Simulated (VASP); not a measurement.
A run of VASP 6.6.1 is set up as follows.

File INCAR:

```
PREC = Accurate ; ENCUT = 600
EDIFF = 1E-6 ; ISMEAR = -1
SIGMA = 0.05 ; LREAL = False
LASPH = True ; NELM = 100
ALGO = Normal ; ISIF = 3
LWAVE = False ; LCHARG = False
GGA = PE ; IBRION = 2
NSW = 60 ; EDIFFG = -0.005
PSTRESS = 3.3000000000000003
```

KPOINTS

```
regular mesh
0
Gamma
  10 10 10
```

File POSCAR:

```
K
1.0
    0.0000000000      3.2453002525      3.2453002525
    3.2453002525      0.0000000000      3.2453002525
    3.2453002525      3.2453002525      0.0000000000
K
1
Direct
    0.0000000000      0.0000000000      0.0000000000
```

Potentials or basis: VASP PAW PBE potentials, release 64 (K_sv).

Command:

```sh
$ cat potpaw_PBE.64/K_sv/POTCAR > POTCAR
$ mpirun -np 1 vasp_std > vasp.out
```

(1) Predict the band gap on the k mesh.

Results:

(1) zero (an odd number of electrons rules out a gap without spin polarisation).
